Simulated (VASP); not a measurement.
A run of VASP 6.6.1 is set up as follows.

File POSCAR:

```
GaN
1.0
    0.0000000000      2.2489526566      2.2489526566
    2.2489526566      0.0000000000      2.2489526566
    2.2489526566      2.2489526566      0.0000000000
Ga N
1 1
Direct
    0.0000000000      0.0000000000      0.0000000000
    0.2500000000      0.2500000000      0.2500000000
```

INCAR.step1

```
SYSTEM = GaN
PREC = Accurate
ENCUT = 520
EDIFF = 1E-5
ISMEAR = 0
SIGMA = 0.01
LREAL = .False.
LASPH = .True.
NELM = 80
ALGO = Normal
ISIF = 2
LWAVE = .True.
LCHARG = .False.
GGA = PE
NBANDS = 16
```

INCAR.step2

```
SYSTEM = GaN
PREC = Accurate
ENCUT = 520
EDIFF = 1E-6
ISMEAR = 0
SIGMA = 0.01
LREAL = .False.
LASPH = .True.
NELM = 80
ALGO = Normal
ISIF = 2
LWAVE = .False.
LCHARG = .False.
METAGGA = R2SCAN
LHFCALC = .True.
AEXX = 0.25
LMIXTAU = .True.
PRECFOCK = Normal
ISTART = 1
NBANDS = 16
```

KPOINTS

```
regular mesh
0
Gamma
  6 6 6
  0 0 0
```

Potentials or basis: VASP PAW PBE potentials, release 64 (Ga_d, N).

Launch:

```bash
$ cat potpaw_PBE.64/Ga_d/POTCAR potpaw_PBE.64/N/POTCAR > POTCAR
$ cp INCAR.step1 INCAR
$ mpirun -np 1 vasp_std > vasp.out
$ cp INCAR.step2 INCAR
$ mpirun -np 1 vasp_std > vasp.out
```

Task: Estimate the pressure.

Result: -2.6 GPa.

Task: Predict the band gap on the k mesh.

Result: 4.02 eV.

Caveat: the structure was generated, so it needn't be the stable form of GaN; the PAW data sets were made with another functional, which shifts forces and pressure a little.
